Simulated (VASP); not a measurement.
Here is a VASP 6.6.1 calculation.

The input INCAR:

```
SYSTEM = MgB2
PREC = Accurate
ENCUT = 600
EDIFF = 1E-7
ISMEAR = 0
SIGMA = 0.1
LREAL = .False.
LASPH = .True.
NELM = 80
ALGO = Normal
ISIF = 3
LWAVE = .False.
LCHARG = .False.
GGA = PE
IBRION = 2
NSW = 100
EDIFFG = -0.01
```

The input KPOINTS:

```
regular mesh
0
Gamma
  18 18 14
  0 0 0
```

Contents of POSCAR:

```
MgB2
1.0
    3.0627620649      0.0000000000      0.0000000000
   -1.5313810324      2.6524297539      0.0000000000
    0.0000000000      0.0000000000      3.5208704800
Mg B
1 2
Direct
    0.0000000000      0.0000000000      0.0000000000
    0.6666666700      0.3333333300      0.5000000000
    0.3333333300      0.6666666700      0.5000000000
```

Potentials or basis: VASP PAW PBE potentials, release 64 (Mg, B).

Run with:

```sh
$ cat potpaw_PBE.64/Mg/POTCAR potpaw_PBE.64/B/POTCAR > POTCAR
$ mpirun -np 1 vasp_std > vasp.out
```

(1) What does it give for the space group after relaxing (to 0.05 Å)?

(2) Estimate the relaxed volume.

(3) Predict the band gap on the k mesh.

(4) Estimate the relaxed cell.

## Answers

(1) P6/mmm (No. 191).

(2) 9.61 Å³/atom.

(3) zero (band 4 reaches 7.10 eV, above the bottom of band 5 at 3.30 eV).

(4) a = 3.074 Å, b = 3.074 Å, c = 3.522 Å, α = 90.00°, β = 90.00°, γ = 120.00°.
